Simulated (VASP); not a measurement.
A run of VASP 6.6.1:

The input INCAR:

```
ALGO     = Normal         # electronic algorithm
EDIFF    = 1E-7           # SCF threshold, eV
ENCUT    = 520            # plane-wave cutoff, eV
GGA      = PE             # functional
ISIF     = 2              # what is computed and relaxed
ISMEAR   = 0              # smearing method
ISPIN    = 2              # spin polarisation
LASPH    = T              # aspherical terms in the spheres
LCHARG   = F              # write CHGCAR
LORBIT   = 11             # projections on sites
LREAL    = F              # projectors in reciprocal space
LWAVE    = F              # write WAVECAR
MAGMOM   = 0 0 0 1 1 1    # initial moments
NBANDS   = 40             # bands
NELM     = 150            # most SCF steps
PREC     = Accurate       # precision mode
SIGMA    = 0.1            # smearing width, eV
```

KPOINTS

```
k-points
0
Gamma
  6 6 2
```

The input POSCAR:

```
GaN
1.0
    2.9937912642      0.0000000000      0.0000000000
    0.0000000000      3.2084727220      0.0000000000
    0.0000000000      0.0000000000      7.5885551312
Ga N
3 3
Direct
    0.5000000000      0.5000000000      0.1722212973
    0.5000000000      0.5000000000      0.8277787027
    0.0000000000      0.0000000000      0.5000000000
    0.5000000000      0.0000000000      0.3218882176
    0.0000000000      0.5000000000      0.0000000000
    0.5000000000      0.0000000000      0.6781117824
```

Potentials or basis: VASP PAW PBE potentials, release 64 (Ga_d, N).

Command:

```bash
$ cat potpaw_PBE.64/Ga_d/POTCAR potpaw_PBE.64/N/POTCAR > POTCAR
$ mpirun -np 1 vasp_std > vasp.out
```

Hardware: 1 thread of Intel(R) Xeon(R) 6975P-C (Granite Rapids) (shared host).

**Question.** Estimate the wall time of this run.

**Answer.** Wall time 73 s on 1 thread of Intel(R) Xeon(R) 6975P-C (Granite Rapids) (shared host), peak memory 0.28 GiB. Counts: scf iterations 18, k points 32.
